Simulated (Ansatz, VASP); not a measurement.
## Hf2H in VASP and in Ansatz

```
CELL_PARAMETERS angstrom
3.29045 0.00000 0.00000
-1.64522 2.84961 0.00000
0.00000 0.00000 10.72220
ATOMIC_POSITIONS crystal
Hf 0.00000 0.00000 0.00000
Hf 0.00000 0.00000 0.50000
Hf 0.33333 0.66667 0.75000
Hf 0.66667 0.33333 0.25000
H 0.33333 0.66667 0.25000
H 0.66667 0.33333 0.75000
```

Change from the starting cell: species swapped into the Sm2Tl type (P6_3/mmc, No. 194).

Alike in both runs: functional PBE; k mesh 12 × 12 × 4; occupations gaussian, width 0.1 eV; no spin polarisation.

Ansatz relaxed the structure, and its values are those at the end. VASP's run is a single point on that final structure, the one shown.

|  | VASP | Ansatz |
| --- | --- | --- |
| version | VASP 6.6.1 | Ansatz 0.2.0 |
| potentials or method | VASP PAW PBE potentials, release 64 (Hf_pv, H), cutoff 520 eV | scalar-relativistic, plane waves, PAW |
| valence electrons in the cell | 42 | 106 |

VASP gave:

| Item | Value |
| --- | --- |
| gap on the k mesh at the Fermi level (eV) | none |
| pressure (GPa) | -0.4 |

Task: Which values does Ansatz return?

Result: gap on the k mesh at the Fermi level (eV): none; pressure (GPa): 0.0.

A gap of «none» marks a metal or a gap that the smearing closes. VASP's potentials hold 42 valence electrons a cell and Ansatz's 106, so a difference there can come from the potentials and not from the codes.

Neither program's run includes spin-orbit coupling.
